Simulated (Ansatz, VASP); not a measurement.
# WC in VASP and in Ansatz

Contents of INCAR:

```
SYSTEM = WC
PREC = Accurate
ENCUT = 600
EDIFF = 1E-6
ISMEAR = -1
SIGMA = 0.05
LREAL = .FALSE.
LASPH = .TRUE.
NELM = 80
ALGO = Normal
ISIF = 3
LWAVE = .FALSE.
LCHARG = .FALSE.
GGA = PE
IVDW = 12
IBRION = 2
NSW = 80
EDIFFG = -0.02
```

KPOINTS

```
Automatic mesh
0
G
  10 10 9
  0 0 0
```

The input POSCAR:

```
WC
1.0
    2.9065000000      0.0000000000      0.0000000000
   -1.4532500000      2.5171028361      0.0000000000
    0.0000000000      0.0000000000      2.8366000000
W C
1 1
Direct
    0.0000000000      0.0000000000      0.0000000000
    0.6666666667      0.3333333333      0.5000000000
```

input.yaml

```yaml
crystal:
  lattice:
    - [2.9065, 0.0, 0.0]
    - [-1.45325, 2.5171028361, 0.0]
    - [0.0, 0.0, 2.8366]
  atoms:
    - { symbol: W, position: [0.0, 0.0, 0.0] }
    - { symbol: C, position: [0.6666666667, 0.3333333333, 0.5] }
kpoints:
  mp_grid: { grid: [10, 10, 9] }
scf:
  occupations: { method: fermi_dirac, width: 0.05 }
hamiltonian:
  xc: pbe
  dispersion: d3bj
  pseudopotentials: { kind: all_electron, lapw: { basis_error: 0.001 } }
output:
  forces: true
  stress: true
relax:
  f_tol: 0.02
  max_steps: 60
  cell: {}
```

Alike in both runs: task relaxation of cell and atoms; functional PBE; dispersion D3(BJ); k mesh 10 × 10 × 9; occupations fermi-dirac, width 0.05 eV; no spin polarisation.

```csv
,VASP,Ansatz
version,VASP 6.6.1,Ansatz 0.2.0
potentials or method,"VASP PAW PBE potentials, release 64 (W_sv, C), cutoff 600 eV","all-electron LAPW, scalar-relativistic"
```

VASP gave:

* relaxed volume (Å³/atom): 10.36
* relaxed cell length with the largest relative difference (Å): 2.834

Problem. Estimate Ansatz's values.

Solution. Relaxed volume (Å³/atom): 10.33; relaxed cell length with the largest relative difference (Å): 2.832.

Ansatz ran all-electron here, and VASP with PAW potentials.

Neither program's run includes spin-orbit coupling.
